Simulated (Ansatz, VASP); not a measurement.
# One calculation of Ba3BrO, two programs

```
Ba O Br
1.0
     5.24344    0.00000    0.00000
     0.00000    5.24344    0.00000
     0.00000    0.00000    5.24344
Ba O Br
3 1 1
Direct
  0.50000 0.00000 0.50000
  0.00000 0.50000 0.50000
  0.50000 0.50000 0.00000
  0.50000 0.50000 0.50000
  0.00000 0.00000 0.00000
```

Alike in both runs: task single point; functional PBE; k mesh 4 × 4 × 4; occupations fermi-dirac, width 0.05 eV; no spin polarisation.

|  | VASP | Ansatz |
| --- | --- | --- |
| version | VASP 6.6.1 | Ansatz 0.2.0 |
| potentials or method | VASP PAW PBE potentials, release 64 (Ba_sv, O, Br), cutoff 520 eV | PAW plane waves |
| valence electrons in the cell | 43 | 43 |

Ansatz gave:

```
gap on the k mesh at the Fermi level (eV) : none
pressure (GPa)                            : 4.7
```

Task: Which values does VASP return?

Result: gap on the k mesh at the Fermi level (eV): none; pressure (GPa): 6.2.

A gap of «none» marks a metal or a gap that the smearing closes.

Neither program's run includes spin-orbit coupling.
